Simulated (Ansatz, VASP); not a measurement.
**TiTe2: VASP beside Ansatz**

```
Ti Te
1.0
     1.88006    1.08545    6.81515
    -1.88006    1.08545    6.81515
     0.00000   -2.17091    6.81515
Ti Te
1 2
Cartesian
  0.0000 0.0000 -0.0062
  0.0000 0.0000 8.5694
  0.0000 0.0000 5.0672
```

Alike in both runs: task single point; functional PBEsol; k mesh 6 × 6 × 6; occupations fermi-dirac, width 0.02 eV; no spin polarisation.

|  | VASP | Ansatz |
| --- | --- | --- |
| version | VASP 6.6.1 | Ansatz 0.2.0 |
| potentials or method | VASP PAW PBE potentials, release 64 (Ti_sv, Te) | plane waves |
| plane-wave cutoff (eV) | 500 | 420 |
| valence electrons in the cell | 24 | 44 |

```tsv
	VASP	Ansatz	Ansatz less VASP
pressure (GPa)	-1.9	-2.0	-0.04
traceless stress, the component that is largest in VASP (GPa)	0.18	0.18	+0.003
rms of the force components (eV/Å)	0.015	0.024	+0.0083
```

VASP's potentials were made for PBE, not for PBEsol. Atom by atom the forces differ by 0.009 eV/Å (rms over components). With one functional, cell and mesh, what is left measures potentials, basis and numerics. VASP's potentials hold 24 valence electrons a cell and Ansatz's 44, so a difference there can come from the potentials and not from the codes.

Neither program's run includes spin-orbit coupling.
